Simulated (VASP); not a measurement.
SnO:

```
Sn O
1.0
     3.79259    0.00000    0.00000
     0.00000    3.79259    0.00000
     0.00000    0.00000    4.75839
Sn O
2 2
Cartesian
  0.0000 1.8963 1.1469
  1.8963 0.0000 3.6115
  1.8963 1.8963 0.0000
  0.0000 0.0000 0.0000
```

Base run:

```yaml
Program: VASP 6.6.1
Functional: PBE
Potentials_or_basis: VASP PAW PBE potentials, release 64 (Sn_d, O)
Cutoff: 520 eV
k_mesh: 6 × 6 × 6
Occupations: fermi-dirac, width 0.02 eV
Spin: no spin polarisation
```

Its results: band gap on the k mesh zero (bands 20 and 21 overlap by 0.06 eV); pressure 5.6 GPa; largest force 0.583 eV/Å.

**Question.** The run is repeated on the same cell with these changes: functional from PBE to r2SCAN; further incar settings from ALGO = Normal; EDIFF = 1e-07; NBANDS = 28 to ALGO = Normal; EDIFF = 1e-06; NBANDS = 28. What comes out?

**Answer.** Band gap on the k mesh 0.03 eV (least direct gap 2.20 eV); pressure 1.8 GPa; largest force 0.119 eV/Å.

Caveats: semilocal functionals underestimate gaps, and a narrow one can read as zero; spin-orbit coupling is left out, which moves the levels of the heavy elements; the cell stands under pressure (at least some runs); the PAW data sets were made with another functional, which shifts forces and pressure a little (at least some runs).

A k mesh can miss the band edges.
